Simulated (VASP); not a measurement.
MnSi:

```xyz
8
Lattice="4.5480 0.0000 0.0000 0.0000 4.5480 0.0000 0.0000 0.0000 4.5480" Properties=species:S:1:pos:R:3 pbc="T T T"
Mn    0.6276    0.6276    0.6276
Mn    1.6464    3.9204    2.9016
Mn    2.9016    1.6464    3.9204
Mn    3.9204    2.9016    1.6464
Si    3.8476    3.8476    3.8476
Si    2.9744    0.7004    1.5736
Si    1.5736    2.9744    0.7004
Si    0.7004    1.5736    2.9744
```

| Quantity | Value |
| --- | --- |
| Program | VASP 6.6.1 |
| Task | relaxation of cell and atoms |
| Functional | PBE |
| Potentials or basis | VASP PAW PBE potentials, release 64 (Mn_pv, Si) |
| Cutoff | 600 eV |
| k mesh | 8 × 8 × 8 |
| Occupations | gaussian, width 0.05 eV |
| Spin | no spin polarisation |

At the start: pressure -7.2 GPa; volume 11.76 Å³/atom.

Task: Where does the relaxation end?

Result: Over 12 steps the energy falls by 9.5 meV/atom and the volume is 11.36 Å³/atom (-3.4 %); space group P2_13 (No. 198, to 0.1 Å) before and after.

Step by step:
| step | energy change (eV) | largest force (eV/Å) | pressure (GPa) | volume (Å³) |
| --- | --- | --- | --- | --- |
| 1 | 0.0000 | 0.1973 | -7.24 | 94.07 |
| 2 | 0.0541 | 0.2453 | 11.01 | 87.02 |
| 3 | -0.0759 | 0.0242 | -0.08 | 90.92 |
| 4 | -0.0759 | 0.0235 | 0.16 | 90.86 |
| 5 | -0.0759 | 0.0124 | -0.12 | 90.99 |
| 6 | -0.0759 | 0.0147 | -0.07 | 90.95 |
| 7 | -0.0759 | 0.0129 | -0.17 | 90.98 |
| 8 | -0.0759 | 0.0145 | -0.12 | 90.96 |
| 9 | -0.0760 | 0.0033 | 0.00 | 90.93 |
| 10 | -0.0760 | 0.0021 | 0.02 | 90.94 |
| 11 | -0.0760 | 0.0018 | -0.05 | 90.94 |
| 12 | -0.0760 | 0.0017 | 0.01 | 90.90 |

Final structure:
```cif
data_structure
_symmetry_space_group_name_H-M 'P 1'
_symmetry_Int_Tables_number 1
_cell_length_a 4.4964
_cell_length_b 4.4964
_cell_length_c 4.4964
_cell_angle_alpha 90.000
_cell_angle_beta 90.000
_cell_angle_gamma 90.000
_cell_volume 90.90
loop_
_atom_site_label
_atom_site_type_symbol
_atom_site_fract_x
_atom_site_fract_y
_atom_site_fract_z
_atom_site_occupancy
Mn1 Mn 0.13730 0.13730 0.13730 1
Mn2 Mn 0.36270 0.86270 0.63730 1
Mn3 Mn 0.63730 0.36270 0.86270 1
Mn4 Mn 0.86270 0.63730 0.36270 1
Si1 Si 0.84565 0.84565 0.84565 1
Si2 Si 0.65435 0.15435 0.34565 1
Si3 Si 0.34565 0.65435 0.15435 1
Si4 Si 0.15435 0.34565 0.65435 1
```

Caveat: the run has no spin polarisation, though such a crystal can be magnetic.
